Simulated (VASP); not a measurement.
# C (Fd-3m) in VASP: notebook

C is run at these levels: revPBE; tasks: single point.

Program: VASP 6.6.1. These are calculated values, not measurements. Logs are shortened: lines on timing, memory, paths and dates and some standing lists are left out, and cuts for length are marked.

## Step 1: The cell of the first run

Symmetry: Fd-3m, No. 227, cubic system. Conventional cell: a = 3.536 Å, b = 3.536 Å, c = 3.536 Å, α = 90.00°, β = 90.00°, γ = 90.00°. C (site symmetry -43m) has 4 C at 1.53 Å within 2.0 Å.

## Step 2: Single point, revPBE (volume scaled by 0.96)

INCAR

```
SYSTEM = C
ALGO = Normal
EDIFF = 1E-6
ENCUT = 520
GGA = RE
ISIF = 2
ISMEAR = -1
LASPH = .TRUE.
LCHARG = .FALSE.
LREAL = .FALSE.
LWAVE = .FALSE.
NBANDS = 11
NELM = 60
PREC = Accurate
SIGMA = 0.05
```

KPOINTS

```
k-points
0
G
  13 13 13
  0 0 0
```

POSCAR

```
C
1.0
    0.0000000000      1.7679968744      1.7679968744
    1.7679968744      0.0000000000      1.7679968744
    1.7679968744      1.7679968744      0.0000000000
C
2
Direct
    0.5000000000      0.5000000000      0.5000000000
    0.7500000000      0.7500000000      0.7500000000
```

Potentials or basis: VASP PAW PBE potentials, release 64 (C).

Run with:

```bash
> cat potpaw_PBE.64/C/POTCAR > POTCAR
> mpirun -np 1 vasp_std > vasp.out
```

OUTCAR:

```text
SYSTEM = C
   EDIFF = 1E-6
   ENCUT = 520
   GGA = RE
   ISIF = 2
   ISMEAR = -1
   LASPH = .TRUE.
   LREAL = .FALSE.
   NELM = 60
   PREC = Accurate

 ion  position               nearest neighbor table
   1  0.500  0.500  0.500-   2 1.53   2 1.53   2 1.53   2 1.53
   2  0.750  0.750  0.750-   1 1.53   1 1.53   1 1.53   1 1.53

  LATTYP: Found a face centered cubic cell.
 ALAT       =     3.5359937488

  Lattice vectors:

 A1 = (   0.0000000000,   1.7679968744,   1.7679968744)
 A2 = (   1.7679968744,   0.0000000000,   1.7679968744)
 A3 = (   1.7679968744,   1.7679968744,   0.0000000000)

Analysis of symmetry for initial positions (statically):
=====================================================================
 Subroutine PRICEL returns:
 Original cell was already a primitive cell.

 Routine SETGRP: Setting up the symmetry group for a
 face centered cubic supercell.

 Subroutine GETGRP returns: Found 48 space group operations
 (whereof 24 operations were pure point group operations)
 out of a pool of 48 trial point group operations.

The static configuration has the point symmetry T_d .
 The point group associated with its full space group is O_h .

Analysis of symmetry for dynamics (positions and initial velocities):
=====================================================================
 Subroutine PRICEL returns:
 Original cell was already a primitive cell.

 Routine SETGRP: Setting up the symmetry group for a
 face centered cubic supercell.

 Subroutine GETGRP returns: Found 48 space group operations
 (whereof 24 operations were pure point group operations)
 out of a pool of 48 trial point group operations.

The dynamic configuration has the point symmetry T_d .
 The point group associated with its full space group is O_h .

 Subroutine INISYM returns: Found 48 space group operations
 (whereof 24 operations are pure point group operations),
 and found     1 'primitive' translations

----------------------------------------------------------------------------------------

                                     Primitive cell

  volume of cell :      11.0529

  direct lattice vectors                    reciprocal lattice vectors
     0.000000000  1.767996874  1.767996874    -0.282805930  0.282805930  0.282805930
     1.767996874  0.000000000  1.767996874     0.282805930 -0.282805930  0.282805930
     1.767996874  1.767996874  0.000000000     0.282805930  0.282805930 -0.282805930

  length of vectors
     2.500325158  2.500325158  2.500325158     0.489834239  0.489834239  0.489834239

  position of ions in fractional coordinates (direct lattice)
     0.500000000  0.500000000  0.500000000
     0.750000000  0.750000000  0.750000000

  ion indices of the primitive-cell ions
   primitive index   ion index
                 1           1
                 2           2

----------------------------------------------------------------------------------------

 KPOINTS: k-points

Automatic generation of k-mesh.
 Grid dimensions read from file:
 generate k-points for:   13   13   13

 Generating k-lattice:

  Cartesian coordinates                     Fractional coordinates (reciprocal lattice)
    -0.021754302  0.021754302  0.021754302     0.076923077  0.000000000  0.000000000
     0.021754302 -0.021754302  0.021754302     0.000000000  0.076923077  0.000000000
     0.021754302  0.021754302 -0.021754302     0.000000000  0.000000000  0.076923077

  Length of vectors
     0.037679557  0.037679557  0.037679557

  Shift w.r.t. Gamma in fractional coordinates (k-lattice)
     0.000000000  0.000000000  0.000000000

 Subroutine IBZKPT returns following result:
 ===========================================

 Found     84 irreducible k-points:

 Following reciprocal coordinates:
            Coordinates               Weight
  0.000000  0.000000  0.000000      1.000000
  0.076923  0.000000  0.000000      8.000000
  0.153846  0.000000  0.000000      8.000000
  0.230769  0.000000  0.000000      8.000000
  0.307692  0.000000  0.000000      8.000000
  0.384615  0.000000  0.000000      8.000000
[... 16 lines left out ...]
  0.384615  0.153846  0.000000     24.000000
  0.461538  0.153846  0.000000     24.000000
 [... further k-points ...]
   k-points           NKPTS =     84   k-points in BZ     NKDIM =     84   number of bands    NBANDS=     11
   number of dos      NEDOS =    301   number of ions     NIONS =      2
   total plane-waves  NPLWV =   8000
   dimension x,y,z NGX =    20 NGY =   20 NGZ =   20
   dimension x,y,z NGXF=    40 NGYF=   40 NGZF=   40
   ions per type =               2
   NGX,Y,Z   is equivalent  to a cutoff of  13.30, 13.30, 13.30 a.u.
   NGXF,Y,Z  is equivalent  to a cutoff of  26.60, 26.60, 26.60 a.u.
 SYSTEM =  C
   PREC   = accura    normal or accurate (medium, high low for compatibility)
   ISTART =      0    job   : 0-new  1-cont  2-samecut
   ICHARG =      2    charge: 1-file 2-atom 10-const
   ISPIN  =      1    spin polarized calculation?
   LNONCOLLINEAR =      F non collinear calculations
   LSORBIT =      F    spin-orbit coupling
   LASPH  =      T    aspherical Exc in radial PAW
   ENCUT  =  520.0 eV  38.22 Ry    6.18 a.u.   4.65  4.65  4.65*2*pi/ulx,y,z
   NELM   =     60;   NELMIN=  2; NELMDL= -5     # of ELM steps
   EDIFF  = 0.1E-05   stopping-criterion for ELM
   LREAL  =      F    real-space projection
   EDIFFG = 0.1E-04   stopping-criterion for IOM
   NSW    =      0    number of steps for IOM
   IBRION =     -1    ionic relax: 0-MD 1-quasi-New 2-CG
   NFREE  =      0    steps in history (QN), initial steepest desc. (CG)
   ISIF   =      2    stress and relaxation
   ISYM   =      2    0-nonsym 1-usesym 2-fastsym
   POTIM  = 0.5000    time-step for ionic-motion
   TEBEG  =    0.0;   TEEND  =   0.0 temperature during run
   PSTRESS=    0.0 pullay stress
   NELECT =       8.0000    total number of electrons
   NUPDOWN=      -1.0000    fix difference up-down
   EMIN   =  10.00;   EMAX   =-10.00  energy-range for DOS
   EFERMI =   0.00;   METHOD = LEGACY
   ISMEAR =    -1;   SIGMA  =   0.05  broadening in eV -4-tet -1-fermi 0-gaus
   EFERMI_NEDOS =   21; number of points for ismear=-14 and -15
   IALGO  =     38    algorithm
   IMIX   =      4    mixing-type and parameters
     AMIX     =   0.40;   BMIX     =  1.00
     AMIX_MAG =   1.60;   BMIX_MAG =  1.00
  volume/ion in A,a.u.               =       5.53        37.29
  Fermi-wavevector in a.u.,A,eV,Ry     =   1.469874  2.777658 29.395775  2.160529
  Thomas-Fermi vector in A             =   2.585199
   LORBIT       =      0    0 simple, 1 ext, 2 COOP (PROOUT), +10 PAW based schemes
   GGA     = RE    functional components
   LHFCALC =     F    Hartree Fock is set to
   AEXX    =    0.0000 exact exchange contribution
   IVDW    =     0    specifies the selected vdW correction
   LEPSILON=     F    determine dielectric tensor
   LRPA    =     F    only Hartree local field effects (RPA)
 non-spin polarized calculation
  energy-cutoff  :      520.00
  volume of cell :       11.05
 maximum number of plane-waves:       307
   NGX =  9   NGY =  9   NGZ =  9

 number of electron       7.9999999 magnetization

 Free energy of the ion-electron system (eV)
  ---------------------------------------------------
  ext. energy  EPLUGINS =         0.00000000
  ---------------------------------------------------
  free energy    TOTEN  =       -17.35190492 eV

  energy without entropy =      -17.35190492  energy(sigma->0) =      -17.35190492

 E-fermi :  11.2489     XC(G=0): -13.3246

 val. band max:       10.2027569316   @ k =   0.0000   0.0000   0.0000
 cond. band min:      14.3902321046   @ k =   0.3846   0.3846   0.0000
 fundamental gap:      4.1874751730
 Fermi energy:        11.2488684514

 k-point     1 :       0.0000    0.0000    0.0000
  band No.  band energies     occupation
      1     -11.6900      2.00000
      2      10.2028      2.00000
      3      10.2028      2.00000
      4      10.2028      2.00000
      5      15.8656      0.00000
      6      15.8656      0.00000
      7      15.8656      0.00000
      8      24.0900      0.00000
      9      29.9051      0.00000
     10      36.9434      0.00000
     11      36.9434      0.00000

 k-point     2 :       0.0769    0.0000    0.0000
  band No.  band energies     occupation
      1     -11.5230      2.00000
      2       9.1082      2.00000
      3       9.9147      2.00000
      4       9.9147      2.00000
      5      16.2433      0.00000
      6      16.2433      0.00000
      7      16.5238      0.00000
      8      24.2218      0.00000
      9      30.1874      0.00000
     10      34.9786      0.00000
     11      34.9786      0.00000

 k-point     3 :       0.1538    0.0000    0.0000
  band No.  band energies     occupation
      1     -11.0237      2.00000
      2       6.7868      2.00000
      3       9.2671      2.00000
      4       9.2671      2.00000
      5      17.0957      0.00000
      6      17.0957      0.00000
      7      17.6039      0.00000
      8      24.6006      0.00000
      9      30.8123      0.00000
     10      33.3680      0.00000
     11      33.3680      0.00000
[... 267 lines left out ...]
 k-point    23 :       0.3846    0.1538    0.0000
  band No.  band energies     occupation
      1      -8.0420      2.00000
      2       1.0085      2.00000
      3       6.2293      2.00000
      4       6.3824      2.00000
      5      16.9526      0.00000
      6      21.1288      0.00000
      7      21.2249      0.00000
      8      23.1058      0.00000
      9      31.8518      0.00000
     10      32.6442      0.00000
     11      37.5196      0.00000

 k-point    24 :       0.4615    0.1538    0.0000
  band No.  band energies     occupation
      1      -6.5736      2.00000
      2      -1.2835      2.00000
      3       5.6680      2.00000
      4       6.1907      2.00000
      5      17.3856      0.00000
      6      20.9838      0.00000
      7      21.4132      0.00000
      8      24.4113      0.00000
      9      31.2165      0.00000
     10      34.0439      0.00000
     11      37.6728      0.00000

 [... further k-points ...]

------------------------ aborting loop because EDIFF is reached ----------------------------------------

  FORCE on cell =-STRESS in cart. coord.  units (eV):
  Direction    XX          YY          ZZ          XY          YZ          ZX
  --------------------------------------------------------------------------------------
  -------------------------------------------------------------------------------------
  Total        1.3269232      1.3269232      1.3269232     -0.0000000      0.0000000      0.0000000
  in kB      192.3454437    192.3454437    192.3454437     -0.0000000      0.0000000      0.0000000
  external PRESSURE =     192.3454437 kB  Pullay stress =       0.0000000 kB

 VOLUME and BASIS-vectors are now :
 -----------------------------------------------------------------------------
  energy-cutoff  :      520.00
  volume of cell :       11.05
      direct lattice vectors                 reciprocal lattice vectors
     0.000000000  1.767996874  1.767996874    -0.282805930  0.282805930  0.282805930
     1.767996874  0.000000000  1.767996874     0.282805930 -0.282805930  0.282805930
     1.767996874  1.767996874  0.000000000     0.282805930  0.282805930 -0.282805930

 POSITION                                       TOTAL-FORCE (eV/Angst)
 -----------------------------------------------------------------------------------
      1.76800      1.76800      1.76800         0.000000      0.000000      0.000000
      2.65200      2.65200      2.65200        -0.000000     -0.000000     -0.000000
 -----------------------------------------------------------------------------------
    total drift:                                0.000000     -0.000000      0.000000

  FREE ENERGIE OF THE ION-ELECTRON SYSTEM (eV)
  ---------------------------------------------------
  free  energy   TOTEN  =       -17.3519049201 eV

  energy  without entropy=      -17.3519049201  energy(sigma->0) =      -17.35190492
```

Wall time 8.2 s (1 thread of Intel Xeon 6455B, shared host); peak memory 0.12 GiB.

Results:

```
Free energy            : -17.3519 eV
Pressure               : 19.2 GPa
Band gap on the k mesh : 4.19 eV, indirect (least direct gap 5.66 eV)
```

Levels at points of the mesh, in eV from the valence-band top:
| k point | band 1 | band 2 | band 3 | band 4 | band 5 | band 6 | band 7 | band 8 | band 9 |
| --- | --- | --- | --- | --- | --- | --- | --- | --- | --- |
| (0.00, 0.00, 0.00) | -21.89 | 0.00 | 0.00 | 0.00 | 5.66 | 5.66 | 5.66 | 13.89 | 19.70 |

Caveat: the cell differs from its parent crystal (volume scaled by 0.96); the PAW data sets were made with another functional, which shifts forces and pressure a little.

## Step 3: Single point, revPBE

This run uses another cell than the first one, of 5.76 Å³/atom, 1.042 times its volume.

INCAR

```
  PREC = Accurate
  ENCUT = 520
  EDIFF = 1E-6
  ISMEAR = -1
  SIGMA = 0.05
  LREAL = False
  LASPH = True
  NELM = 80
  ALGO = Normal
  ISIF = 2
  LWAVE = False
  LCHARG = False
  GGA = RE
  NBANDS = 11
```

KPOINTS

```
Automatic mesh
0
Gamma
  13 13 13
```

POSCAR

```
C
1.0
    0.0000000000      1.7922190196      1.7922190196
    1.7922190196      0.0000000000      1.7922190196
    1.7922190196      1.7922190196      0.0000000000
C
2
Direct
    0.5000000000      0.5000000000      0.5000000000
    0.7500000000      0.7500000000      0.7500000000
```

Potentials or basis: VASP PAW PBE potentials, release 64 (C).

Run with:

```bash
> cat potpaw_PBE.64/C/POTCAR > POTCAR
> mpirun -np 1 vasp_std > vasp.out
```

Run time: 7.2 s. Hardware: 1 thread of Intel Xeon 6455B, shared host; peak memory 0.12 GiB.

The run converged. Its results:

```
Free energy            : -17.3802 eV
Pressure               : 0.5 GPa
Band gap on the k mesh : 4.10 eV, indirect (least direct gap 5.55 eV)
```

Levels at points of the mesh, in eV from the valence-band top:
```csv
k point,band 1,band 2,band 3,band 4,band 5,band 6,band 7,band 8,band 9
"(0.00, 0.00, 0.00)",-21.34,0.00,0.00,0.00,5.55,5.55,5.55,12.95,19.19
```

Caveat: the PAW data sets were made with another functional, which shifts forces and pressure a little.

(Continued in part 2 of 2.)
